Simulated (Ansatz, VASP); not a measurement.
CdO in VASP and in Ansatz

```xyz
8
Lattice="3.3170 0.0000 0.0000 0.0000 3.3170 0.0000 0.0000 0.0000 23.0364" Properties=species:S:1:pos:R:3 pbc="T T T"
Cd    1.6585    1.6585    8.0203
Cd    0.0000    0.0000   10.3407
Cd    1.6585    1.6585   12.6958
Cd    0.0000    0.0000   15.0162
O     3.3170    0.0000    7.9970
O     1.6585    1.6585   10.3510
O     0.0000    0.0000   12.6854
O     1.6585    1.6585   15.0395
```

Alike in both runs: functional PBEsol; k mesh 10 × 10 × 1; occupations gaussian, width 0.1 eV; no spin polarisation.

Ansatz relaxed the structure, and its values are those at the end. VASP's run is a single point on that final structure, the one shown.

|  | VASP | Ansatz |
| --- | --- | --- |
| version | VASP 6.6.1 | Ansatz 0.2.0 |
| potentials or method | VASP PAW PBE potentials, release 64 (Cd, O), cutoff 520 eV | plane-wave PAW, scalar-relativistic |
| valence electrons in the cell | 72 | 104 |

```csv
,VASP,Ansatz,Ansatz less VASP
rms of the force components (eV/Å),0.025,0.002,-0.0228
```

VASP's potentials were made for PBE, not for PBEsol, and Ansatz warns of the same on its side. VASP's potentials hold 72 valence electrons a cell and Ansatz's 104, so a difference there can come from the potentials and not from the codes.
